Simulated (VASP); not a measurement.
# Fe (P6_3/mmc) in VASP: notebook

Aim: see how the results for Fe move with the level of theory and the settings. Levels: PBE, revPBE. Tasks: single point.

Everything below comes from runs of VASP 6.6.1. Logs are shortened: lines on timing, memory, paths and dates and some standing lists are left out, and cuts for length are marked.

## (1) The cell of the first run

Symmetry: P6_3/mmc, No. 194, hexagonal system. Conventional cell: a = 2.434 Å, b = 2.434 Å, c = 3.842 Å, α = 90.00°, β = 90.00°, γ = 120.00°. Within 3.1 Å of Fe (site symmetry -6m2) lie 12 Fe at 2.38 to 2.43 Å.

This isn't the form of Fe at room conditions, which is bcc.

## (2) Single point, PBE, collinear spin, ferromagnetic start

Contents of INCAR:

```
SYSTEM = Fe
PREC = Accurate ; ENCUT = 520
EDIFF = 1E-6 ; ISMEAR = 0
SIGMA = 0.024 ; LREAL = .False.
LASPH = .True. ; NELM = 150
ALGO = Normal ; ISIF = 2
LWAVE = .False. ; LCHARG = .False.
ISPIN = 2 ; MAGMOM = 3 3
LORBIT = 11 ; LMAXMIX = 4
GGA = PE ; NBANDS = 19
```

Contents of KPOINTS:

```
regular mesh
0
Gamma
  12 12 7
  0 0 0
```

Contents of POSCAR:

```
Fe
1.0
    2.4341575853      0.0000000000      0.0000000000
   -1.2170787927      2.1080423057      0.0000000000
    0.0000000000      0.0000000000      3.8419344700
Fe
2
Direct
    0.6666666667      0.3333333333      0.7500000000
    0.3333333333      0.6666666667      0.2500000000
```

Potentials or basis: VASP PAW PBE potentials, release 64 (Fe).

Run with:

```sh
cat potpaw_PBE.64/Fe/POTCAR > POTCAR
mpirun -np 1 vasp_std > vasp.out
```

OUTCAR:

```text
SYSTEM = Fe
   PREC = Accurate
   ENCUT = 520
   EDIFF = 1E-6
   ISMEAR = 0
   LREAL = .False.
   LASPH = .True.
   NELM = 150
   ISIF = 2
   ISPIN = 2
   LORBIT = 11
   GGA = PE

 ion  position               nearest neighbor table
   1  0.667  0.333  0.750-   2 2.38   2 2.38   2 2.38   2 2.38   2 2.38   2 2.38
   2  0.333  0.667  0.250-   1 2.38   1 2.38   1 2.38   1 2.38   1 2.38   1 2.38

  LATTYP: Found a hexagonal cell.
 ALAT       =     2.4341575853
 C/A-ratio  =     1.5783425417

  Lattice vectors:

 A1 = (   2.4341575853,   0.0000000000,   0.0000000000)
 A2 = (  -1.2170787927,   2.1080423057,   0.0000000000)
 A3 = (   0.0000000000,   0.0000000000,   3.8419344700)

Analysis of symmetry for initial positions (statically):
=====================================================================
 Subroutine PRICEL returns:
 Original cell was already a primitive cell.

 Routine SETGRP: Setting up the symmetry group for a
 hexagonal supercell.

 Subroutine GETGRP returns: Found 24 space group operations
 (whereof 12 operations were pure point group operations)
 out of a pool of 24 trial point group operations.

The static configuration has the point symmetry D_3d.
 The point group associated with its full space group is D_6h.

Analysis of symmetry for dynamics (positions and initial velocities):
=====================================================================
 Subroutine PRICEL returns:
 Original cell was already a primitive cell.

 Routine SETGRP: Setting up the symmetry group for a
 hexagonal supercell.

 Subroutine GETGRP returns: Found 24 space group operations
 (whereof 12 operations were pure point group operations)
 out of a pool of 24 trial point group operations.

The dynamic configuration has the point symmetry D_3d.
 The point group associated with its full space group is D_6h.

Analysis of structural, dynamic, and magnetic symmetry:
=====================================================================
 Subroutine PRICEL returns:
 Original cell was already a primitive cell.

 Routine SETGRP: Setting up the symmetry group for a
 hexagonal supercell.

 Subroutine GETGRP returns: Found 24 space group operations
 (whereof 12 operations were pure point group operations)
 out of a pool of 24 trial point group operations.

The overall configuration has the point symmetry D_3d.
 The point group associated with its full space group is D_6h.

 Subroutine INISYM returns: Found 24 space group operations
 (whereof 12 operations are pure point group operations),
 and found     1 'primitive' translations

----------------------------------------------------------------------------------------

                                     Primitive cell

  volume of cell :      19.7141

  direct lattice vectors                    reciprocal lattice vectors
     2.434157585  0.000000000  0.000000000     0.410819746  0.237186891  0.000000000
    -1.217078793  2.108042306  0.000000000     0.000000000  0.474373781  0.000000000
     0.000000000  0.000000000  3.841934470     0.000000000  0.000000000  0.260285543

  length of vectors
     2.434157585  2.434157585  3.841934470     0.474373781  0.474373781  0.260285543

  position of ions in fractional coordinates (direct lattice)
     0.666666667  0.333333333  0.750000000
     0.333333333  0.666666667  0.250000000

  ion indices of the primitive-cell ions
   primitive index   ion index
                 1           1
                 2           2

----------------------------------------------------------------------------------------

 KPOINTS: regular mesh

Automatic generation of k-mesh.
 Grid dimensions read from file:
 generate k-points for:   12   12    7

 Generating k-lattice:

  Cartesian coordinates                     Fractional coordinates (reciprocal lattice)
     0.034234979  0.019765574  0.000000000     0.083333333 -0.000000000  0.000000000
     0.000000000  0.039531148  0.000000000     0.000000000  0.083333333  0.000000000
     0.000000000  0.000000000  0.037183649     0.000000000  0.000000000  0.142857143

  Length of vectors
     0.039531148  0.039531148  0.037183649

  Shift w.r.t. Gamma in fractional coordinates (k-lattice)
     0.000000000  0.000000000  0.000000000

 Subroutine IBZKPT returns following result:
 ===========================================

 Found     76 irreducible k-points:

 Following reciprocal coordinates:
            Coordinates               Weight
  0.000000  0.000000  0.000000      1.000000
  0.083333  0.000000  0.000000      6.000000
  0.166667  0.000000  0.000000      6.000000
  0.250000  0.000000  0.000000      6.000000
  0.333333  0.000000  0.000000      6.000000
  0.416667  0.000000  0.000000      6.000000
[... 16 lines left out ...]
  0.250000  0.000000  0.142857     12.000000
  0.333333  0.000000  0.142857     12.000000
 [... further k-points ...]
   k-points           NKPTS =     76   k-points in BZ     NKDIM =     76   number of bands    NBANDS=     19
   number of dos      NEDOS =    301   number of ions     NIONS =      2
   total plane-waves  NPLWV =   9720
   dimension x,y,z NGX =    18 NGY =   18 NGZ =   30
   dimension x,y,z NGXF=    36 NGYF=   36 NGZF=   60
   ions per type =               2
   NGX,Y,Z   is equivalent  to a cutoff of  12.29, 12.29, 12.98 a.u.
   NGXF,Y,Z  is equivalent  to a cutoff of  24.59, 24.59, 25.96 a.u.
 SYSTEM =  Fe
   PREC   = accura    normal or accurate (medium, high low for compatibility)
   ISTART =      0    job   : 0-new  1-cont  2-samecut
   ICHARG =      2    charge: 1-file 2-atom 10-const
   ISPIN  =      2    spin polarized calculation?
   LNONCOLLINEAR =      F non collinear calculations
   LSORBIT =      F    spin-orbit coupling
   LASPH  =      T    aspherical Exc in radial PAW
   ENCUT  =  520.0 eV  38.22 Ry    6.18 a.u.   4.53  4.53  7.14*2*pi/ulx,y,z
   NELM   =    150;   NELMIN=  2; NELMDL= -5     # of ELM steps
   EDIFF  = 0.1E-05   stopping-criterion for ELM
   LREAL  =      F    real-space projection
   EDIFFG = 0.1E-04   stopping-criterion for IOM
   NSW    =      0    number of steps for IOM
   IBRION =     -1    ionic relax: 0-MD 1-quasi-New 2-CG
   NFREE  =      0    steps in history (QN), initial steepest desc. (CG)
   ISIF   =      2    stress and relaxation
   ISYM   =      2    0-nonsym 1-usesym 2-fastsym
   POTIM  = 0.5000    time-step for ionic-motion
   TEBEG  =    0.0;   TEEND  =   0.0 temperature during run
   PSTRESS=    0.0 pullay stress
   NELECT =      16.0000    total number of electrons
   NUPDOWN=      -1.0000    fix difference up-down
   EMIN   =  10.00;   EMAX   =-10.00  energy-range for DOS
   EFERMI =   0.00;   METHOD = LEGACY
   ISMEAR =     0;   SIGMA  =   0.02  broadening in eV -4-tet -1-fermi 0-gaus
   EFERMI_NEDOS =   21; number of points for ismear=-14 and -15
   IALGO  =     38    algorithm
   IMIX   =      4    mixing-type and parameters
     AMIX     =   0.40;   BMIX     =  1.00
     AMIX_MAG =   1.60;   BMIX_MAG =  1.00
  volume/ion in A,a.u.               =       9.86        66.52
  Fermi-wavevector in a.u.,A,eV,Ry     =   1.527058  2.885721 31.727505  2.331906
  Thomas-Fermi vector in A             =   2.635006
   LORBIT       =     11    0 simple, 1 ext, 2 COOP (PROOUT), +10 PAW based schemes
   GGA     = PE    functional components
   LHFCALC =     F    Hartree Fock is set to
   AEXX    =    0.0000 exact exchange contribution
   IVDW    =     0    specifies the selected vdW correction
   LEPSILON=     F    determine dielectric tensor
   LRPA    =     F    only Hartree local field effects (RPA)
 spin polarized calculation
 Gauss-broadening in eV      SIGMA  =   0.02
  energy-cutoff  :      520.00
  volume of cell :       19.71
 maximum number of plane-waves:       549
   NGX =  9   NGY =  9   NGZ = 15

 number of electron      16.0000009 magnetization       0.0191790

 Free energy of the ion-electron system (eV)
  ---------------------------------------------------
  ext. energy  EPLUGINS =         0.00000000
  ---------------------------------------------------
  free energy    TOTEN  =       -16.29159304 eV

  energy without entropy =      -16.29056794  energy(sigma->0) =      -16.29108049

 E-fermi :   7.3365     XC(G=0): -13.9866

 val. band max:        7.3359039968   @ k =   0.4167   0.0833   0.4286
 cond. band min:       7.3422283232   @ k =   0.3333   0.0833   0.2857
 fundamental gap:      0.0063243264
 Fermi energy:         7.3364923564

 spin component 1

 k-point     1 :       0.0000    0.0000    0.0000
  band No.  band energies     occupation
      1      -1.8183      1.00000
      2       2.1598      1.00000
      3       5.5555      1.00000
      4       5.5555      1.00000
      5       5.7089      1.00000
      6       6.0485      1.00000
[... 11 lines left out ...]
     18      34.1734      0.00000
     19      34.9555      0.00000
[... 485 lines left out ...]
 k-point    24 :       0.3333    0.0000    0.1429
  band No.  band energies     occupation
      1       1.6031      1.00000
      2       3.0657      1.00000
      3       3.5494      1.00000
      4       4.4879      1.00000
      5       5.5722      1.00000
      6       5.6404      1.00000
[... 11 lines left out ...]
     18      31.5850      0.00000
     19      33.2768      0.00000

 [... further k-points ...]

 spin component 2

 k-point     1 :       0.0000    0.0000    0.0000
  band No.  band energies     occupation
      1      -1.8167      1.00000
      2       2.1636      1.00000
      3       5.5641      1.00000
      4       5.5641      1.00000
      5       5.7144      1.00000
      6       6.0574      1.00000
[... 11 lines left out ...]
     18      34.1737      0.00000
     19      34.9587      0.00000
[... 485 lines left out ...]
 k-point    24 :       0.3333    0.0000    0.1429
  band No.  band energies     occupation
      1       1.6062      1.00000
      2       3.0717      1.00000
      3       3.5570      1.00000
      4       4.4947      1.00000
      5       5.5836      1.00000
      6       5.6469      1.00000
[... 11 lines left out ...]
     18      31.5859      0.00000
     19      33.2805      0.00000

 [... further k-points ...]
[... 5 lines left out ...]
  --------------------------------------------------------------------------------------
  -------------------------------------------------------------------------------------
  Total        1.0957496      1.0957496      1.3914122     -0.0000000      0.0000000      0.0000000
  in kB       89.0520566     89.0520566    113.0806870     -0.0000000      0.0000000      0.0000000
  external PRESSURE =      97.0616001 kB  Pullay stress =       0.0000000 kB

 VOLUME and BASIS-vectors are now :
 -----------------------------------------------------------------------------
  energy-cutoff  :      520.00
  volume of cell :       19.71
      direct lattice vectors                 reciprocal lattice vectors
     2.434157585  0.000000000  0.000000000     0.410819746  0.237186891  0.000000000
    -1.217078793  2.108042306  0.000000000     0.000000000  0.474373781  0.000000000
     0.000000000  0.000000000  3.841934470     0.000000000  0.000000000  0.260285543

 POSITION                                       TOTAL-FORCE (eV/Angst)
 -----------------------------------------------------------------------------------
      1.21708      0.70268      2.88145         0.000000      0.000000      0.000000
     -0.00000      1.40536      0.96048        -0.000000      0.000000      0.000000
 -----------------------------------------------------------------------------------
    total drift:                                0.000000     -0.000000     -0.000000

  FREE ENERGIE OF THE ION-ELECTRON SYSTEM (eV)
  ---------------------------------------------------
  free  energy   TOTEN  =       -16.2915930377 eV

  energy  without entropy=      -16.2905679363  energy(sigma->0) =      -16.29108049

 total charge

# of ion       s       p       d       tot
------------------------------------------
    1        0.553   0.670   6.376   7.599
    2        0.553   0.670   6.376   7.599
--------------------------------------------------
tot          1.106   1.340  12.753  15.199

 magnetization (x)

# of ion       s       p       d       tot
------------------------------------------
    1       -0.000   0.000   0.009   0.009
    2       -0.000   0.000   0.009   0.009
--------------------------------------------------
tot         -0.000   0.000   0.018   0.018
```

Run time: 2 min. Hardware: 1 thread of AMD EPYC 7R13, shared host; peak memory 0.13 GiB.

Results:

* Free energy: -16.2916 eV
* Pressure: 9.7 GPa
* Band gap on the k mesh: zero (filled and empty bands overlap)
* Net moment: 0.02 μB per cell
* Valence electrons inside the program's atomic spheres: Fe 7.60

Stress tensor (GPa, compression positive):
```
 8.91  0.00  0.00
 0.00  8.91  0.00
 0.00  0.00 11.31
```

Levels at points of the mesh, in eV from the Fermi level:
Spin up:
```csv
k point,band 4,band 5,band 6,band 7,band 8,band 9,band 10,band 11,band 12,band 13
"(0.00, 0.00, 0.00)",-1.78,-1.63,-1.29,-1.29,-0.94,-0.94,0.53,0.70,0.70,9.10
"(0.50, 0.00, 0.00)",-2.17,-2.10,-1.63,-1.15,0.80,1.04,1.09,2.75,4.97,11.56
```
Spin down:
```tsv
k point	band 5	band 6	band 7	band 8	band 9	band 10	band 11	band 12
(0.00, 0.00, 0.00)	-1.62	-1.28	-1.28	-0.93	-0.93	0.53	0.71	0.71
(0.50, 0.00, 0.00)	-2.09	-1.62	-1.14	0.81	1.05	1.10	2.75	4.98
```

Caveat: the cell stands under pressure.

## (3) Single point, PBE, collinear spin, ferromagnetic start

Contents of INCAR:

```
SYSTEM = Fe
  PREC = Accurate
  ENCUT = 520
  EDIFF = 1E-6
  ISMEAR = 0
  SIGMA = 0.011
  LREAL = .False.
  LASPH = .True.
  NELM = 150
  ALGO = Normal
  ISIF = 2
  LWAVE = .False.
  LCHARG = .True.
  ISPIN = 2
  MAGMOM = 3 3
  LORBIT = 11
  LMAXMIX = 4
  GGA = PE
  LELF = .True.
  LVHAR = .True.
  NBANDS = 19
```

Contents of KPOINTS:

```
Automatic mesh
0
Gamma
  12 12 7
  0 0 0
```

POSCAR is that of step 2.

Potentials or basis: VASP PAW PBE potentials, release 64 (Fe).

Run with:

```sh
cat potpaw_PBE.64/Fe/POTCAR > POTCAR
mpirun -np 1 vasp_std > vasp.out
```

Run time: 1.9 min. Hardware: 1 thread of Intel Xeon 8259CL, shared host; peak memory 0.16 GiB.

Results (log left out):

| Item | Value |
| --- | --- |
| Free energy | -16.2912 eV |
| Pressure | 9.8 GPa |
| Net moment | 0.08 μB per cell |
| Site moments | Fe +0.04 μB |
| Valence electrons inside the program's atomic spheres | Fe 7.60 |

Stress tensor (GPa, compression positive):
```
 9.09  0.00  0.00
 0.00  9.09  0.00
 0.00  0.00 11.11
```

Levels at points of the mesh, in eV from the Fermi level:
Spin up:
| k point | band 6 | band 7 | band 8 | band 9 | band 10 | band 11 |
| --- | --- | --- | --- | --- | --- | --- |
| (0.00, 0.00, 0.00) | -1.30 | -1.30 | -0.95 | -0.95 | 0.53 | 0.68 |
| (0.50, 0.00, 0.00) | -1.64 | -1.15 | 0.79 | 1.03 | 1.07 | 2.74 |
Spin down:
```csv
k point,band 6,band 7,band 8,band 9,band 10,band 11
"(0.00, 0.00, 0.00)",-1.26,-1.26,-0.90,-0.90,0.54,0.74
"(0.50, 0.00, 0.00)",-1.60,-1.13,0.83,1.07,1.13,2.77
```

Caveat: the cell stands under pressure.

## (4) Single point, revPBE, collinear spin, ferromagnetic start

This run uses another cell than the first one, of 10.35 Å³/atom.

Contents of INCAR:

```
ALGO = Normal ; EDIFF = 1E-6
ENCUT = 520 ; GGA = RE
ISIF = 2 ; ISMEAR = -1
ISPIN = 2 ; LASPH = True
LCHARG = True ; LELF = True
LMAXMIX = 4 ; LORBIT = 11
LREAL = False ; LVHAR = True
LWAVE = False ; MAGMOM = 3 3
NBANDS = 19 ; NELM = 150
PREC = Accurate ; SIGMA = 0.05
```

Contents of KPOINTS:

```
k-points
0
Gamma
  12 12 7
```

Contents of POSCAR:

```
Fe
1.0
    2.4713415605      0.0000000000      0.0000000000
   -1.2356707803      2.1402445728      0.0000000000
    0.0000000000      0.0000000000      3.9143840768
Fe
2
Direct
    0.6666666667      0.3333333333      0.7500000000
    0.3333333333      0.6666666667      0.2500000000
```

Run with:

```sh
cat potpaw_PBE.64/Fe/POTCAR > POTCAR
mpirun -np 1 vasp_std > vasp.out
```

Wall time 85 s (1 thread of Intel Xeon 8259CL, shared host); peak memory 0.17 GiB.

Results (log left out):

```
Free energy                                           : -15.4315 eV
Pressure                                              : -0.6 GPa
Band gap on the k mesh                                : zero (filled and empty bands overlap)
Net moment                                            : 0.00 μB per cell
Valence electrons inside the program's atomic spheres : Fe 7.47
```

Stress tensor (GPa, compression positive):
```
-0.56  0.00  0.00
 0.00 -0.56  0.00
 0.00  0.00 -0.63
```

Levels at points of the mesh, in eV from the Fermi level:
Spin up:
```csv
k point,band 4,band 5,band 6,band 7,band 8,band 9,band 10,band 11,band 12,band 13
"(0.00, 0.00, 0.00)",-1.63,-1.51,-1.17,-1.17,-0.83,-0.83,0.48,0.67,0.67,8.58
"(0.50, 0.00, 0.00)",-2.03,-1.91,-1.51,-1.06,0.78,1.00,1.02,2.61,4.72,11.09
```
Spin down:
| k point | band 5 | band 6 | band 7 | band 8 | band 9 | band 10 | band 11 | band 12 |
| --- | --- | --- | --- | --- | --- | --- | --- | --- |
| (0.00, 0.00, 0.00) | -1.51 | -1.18 | -1.18 | -0.83 | -0.83 | 0.48 | 0.67 | 0.67 |
| (0.50, 0.00, 0.00) | -1.91 | -1.51 | -1.06 | 0.78 | 1.00 | 1.02 | 2.61 | 4.72 |

Caveat: the PAW data sets were made with another functional, which shifts forces and pressure a little.
